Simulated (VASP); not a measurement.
Wanted: the native input for a VASP 6.6.1 run.

| Quantity | Value |
| --- | --- |
| Task | single point |
| Functional | PBE |
| Potentials or basis | VASP PAW PBE potentials, release 64 (Ir) |
| Cutoff | 500 eV |
| k mesh | 13 × 13 × 13 |
| Occupations | methfessel-paxton, width 0.15 eV |
| Spin | no spin polarisation |
| Dipole correction | no |
| Further INCAR settings | ALGO = Normal; EDIFF = 1e-06; NBANDS = 10 |

The structure of Ir lies in POSCAR:

```
Ir
1.0
    0.0000000000      1.8962491820      1.8962491820
    1.8962491820      0.0000000000      1.8962491820
    1.8962491820      1.8962491820      0.0000000000
Ir
1
Direct
    0.0000000000      0.0000000000      0.0000000000
```

These files were run (other wordings do the same):

INCAR

```
SYSTEM = Ir
  PREC = Accurate
  ENCUT = 500
  EDIFF = 1E-6
  ISMEAR = 1
  SIGMA = 0.15
  LREAL = .FALSE.
  LASPH = .TRUE.
  NELM = 120
  ALGO = Normal
  ISIF = 2
  LWAVE = .FALSE.
  LCHARG = .TRUE.
  GGA = PE
  LELF = .TRUE.
  LVHAR = .TRUE.
  NBANDS = 10
  GGA_COMPAT = .FALSE.
```

KPOINTS

```
regular mesh
0
G
  13 13 13
  0 0 0
```

Potentials or basis: VASP PAW PBE potentials, release 64 (Ir).

Launch:

```bash
$ cat potpaw_PBE.64/Ir/POTCAR > POTCAR
$ mpirun -np 1 vasp_std > vasp.out
```

It gave:

- Pressure: 25.9 GPa

Run time: 6.7 s on 1 thread of AMD EPYC 9R45 96-Core Processor (Zen 5), on a shared host, peak memory 0.1 GiB.
